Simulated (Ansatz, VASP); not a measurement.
## Ag in VASP and in Ansatz

```xyz
4
Lattice="2.9428 0.0000 0.0000 -1.4714 2.5485 0.0000 0.0000 0.0000 10.1961" Properties=species:S:1:pos:R:3 pbc="T T T"
Ag    0.0000    0.0000    5.0981
Ag    0.0000    0.0000    0.0000
Ag    1.4714    0.8495    7.6471
Ag    0.0000    1.6990    2.5490
```

Change from the starting cell: volume scaled by 1.06.

Alike in both runs: task single point; functional PBEsol; k mesh 11 × 11 × 3; occupations fermi-dirac, width 0.05 eV; no spin polarisation.

|  | VASP | Ansatz |
| --- | --- | --- |
| version | VASP 6.6.1 | Ansatz 0.2.0 |
| potentials or method | VASP PAW PBE potentials, release 64 (Ag), cutoff 520 eV | all-electron LAPW, scalar-relativistic |

|  | VASP | Ansatz | Ansatz less VASP |
| --- | --- | --- | --- |
| gap on the k mesh at the Fermi level (eV) | none | none | - |
| pressure (GPa) | -10.8 | -10.7 | +0.06 |
| traceless stress, the component that is largest in VASP (GPa) | -1.48 | -1.49 | -0.012 |

VASP's potentials were made for PBE, not for PBEsol. A gap of «none» marks a metal or a gap that the smearing closes. Ansatz ran all-electron here, and VASP with PAW potentials.
